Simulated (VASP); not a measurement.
MnSb, 2 atoms in the cell. Symmetry: Fm-3m, No. 225, cubic system. Conventional cell: a = 5.590 Å, b = 5.590 Å, c = 5.590 Å, α = 90.00°, β = 90.00°, γ = 90.00°. Mn (site symmetry m-3m) has 6 Sb at 2.80 Å within 3.7 Å. Within 3.7 Å of Sb (site symmetry m-3m) lie 6 Mn at 2.80 Å. 

```yaml
Program: VASP 6.6.1
Task: single point
Functional: PBE
Potentials_or_basis: VASP PAW PBE potentials, release 64 (Mn_pv, Sb)
Cutoff: 520 eV
k_mesh: 6 × 6 × 6
Occupations: gaussian, width 0.1 eV
Spin: collinear spin, ferromagnetic start
Starting_moments: "[4.0, 0.0] μB"
Dipole_correction: no
Further_INCAR_settings: ALGO = Normal; EDIFF = 1e-07; NBANDS = 20
```

Potentials or basis: VASP PAW PBE potentials, release 64 (Mn_pv, Sb).

Command:

```bash
$ cat potpaw_PBE.64/Mn_pv/POTCAR potpaw_PBE.64/Sb/POTCAR > POTCAR
$ mpirun -np 1 vasp_std > vasp.out
```

Hardware: 1 thread of Intel Xeon 8259CL, on a shared host.

Problem. How long does it take, and how much memory?

Solution. It took 67 s on 1 thread of Intel Xeon 8259CL, with other jobs on the host, peak memory 0.19 GiB. Counts: scf iterations 17, k points 16.
